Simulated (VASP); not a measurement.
## CuSb2: relaxation of cell and atoms with PBE

The system is CuSb2.

```
CELL_PARAMETERS angstrom
3.55038 0.00000 0.00000
-1.77519 3.07472 0.00000
0.00000 0.00000 5.72751
ATOMIC_POSITIONS crystal
Cu 0.00000 0.00000 0.00000
Sb 0.33333 0.66667 0.25200
Sb 0.66667 0.33333 0.74800
```

```
Program                : VASP 6.6.1
Task                   : relaxation of cell and atoms
Functional             : PBE
Potentials or basis    : VASP PAW PBE potentials, release 64 (Cu, Sb)
Cutoff                 : 600 eV
k mesh                 : 12 × 12 × 6
Occupations            : gaussian, width 0.05 eV
Spin                   : no spin polarisation
Dipole correction      : no
Further INCAR settings : ALGO = Normal; EDIFF = 1e-07; IBRION = 2; EDIFFG = -0.01; NSW = 80; ISIF = 3
```

The relaxed volume is 23.20 Å³/atom. The relaxed cell is a = 4.019 Å, b = 4.019 Å, c = 4.975 Å, α = 90.00°, β = 90.00°, γ = 120.00°. The space group after relaxing (to 0.1 Å) is P-3m1 (No. 164). The energy gained by relaxing is 236.2 meV/atom and the ionic steps are 18. The pressure after relaxing is 0.0 GPa and the band gap on the k mesh is zero (an odd number of electrons rules out a gap without spin polarisation).

Step by step:
```csv
step,energy change (eV),largest force (eV/Å),pressure (GPa),volume (Å³)
1,0.0000,1.4118,14.38,62.52
2,-0.2586,0.3671,-6.89,80.93
3,-0.4653,0.1123,-1.04,72.40
4,-0.4652,0.1289,-0.77,72.20
5,-0.5242,0.1345,-0.59,71.53
6,-0.6775,0.0722,0.55,69.16
7,-0.3911,0.0133,8.68,62.62
8,-0.6961,0.0447,1.69,67.79
9,-0.6953,0.0420,2.09,67.46
10,-0.6738,0.1978,-2.48,71.81
11,-0.7063,0.0571,0.27,69.03
12,-0.7063,0.0592,0.22,69.06
13,-0.7075,0.0492,0.02,69.29
14,-0.7079,0.0428,-0.13,69.53
15,-0.7081,0.0056,0.23,69.30
16,-0.7082,0.0188,0.09,69.38
17,-0.7084,0.0078,0.04,69.51
18,-0.7085,0.0005,0.00,69.61
```

Final structure:
```cif
data_structure
_symmetry_space_group_name_H-M 'P 1'
_symmetry_Int_Tables_number 1
_cell_length_a 4.0194
_cell_length_b 4.0194
_cell_length_c 4.9753
_cell_angle_alpha 90.000
_cell_angle_beta 90.000
_cell_angle_gamma 120.000
_cell_volume 69.61
loop_
_atom_site_label
_atom_site_type_symbol
_atom_site_fract_x
_atom_site_fract_y
_atom_site_fract_z
_atom_site_occupancy
Cu1 Cu 0.00000 0.00000 0.00000 1
Sb1 Sb 0.33333 0.66667 0.26130 1
Sb2 Sb 0.66667 0.33333 0.73870 1
```

Levels at points of the mesh, in eV from the Fermi level:
```csv
k point,band 8,band 9,band 10,band 11,band 12,band 13,band 14
"(0.00, 0.00, 0.00)",-2.77,0.87,0.87,1.24,1.24,3.43,4.52
"(0.50, 0.00, 0.00)",-2.40,-2.34,-2.30,-1.77,0.05,3.02,3.22
"(0.00, 0.00, 0.50)",0.20,0.56,0.61,0.61,2.06,2.06,4.94
"(0.50, 0.00, 0.50)",-3.32,-3.13,-1.02,0.37,1.01,1.33,5.67
```

Wall time 9.1 min on 1 thread of Intel(R) Xeon(R) 6975P-C (Granite Rapids), with other jobs on the host, peak memory 0.28 GiB.

Caveat: spin-orbit coupling is left out, which moves the levels of the heavy elements.
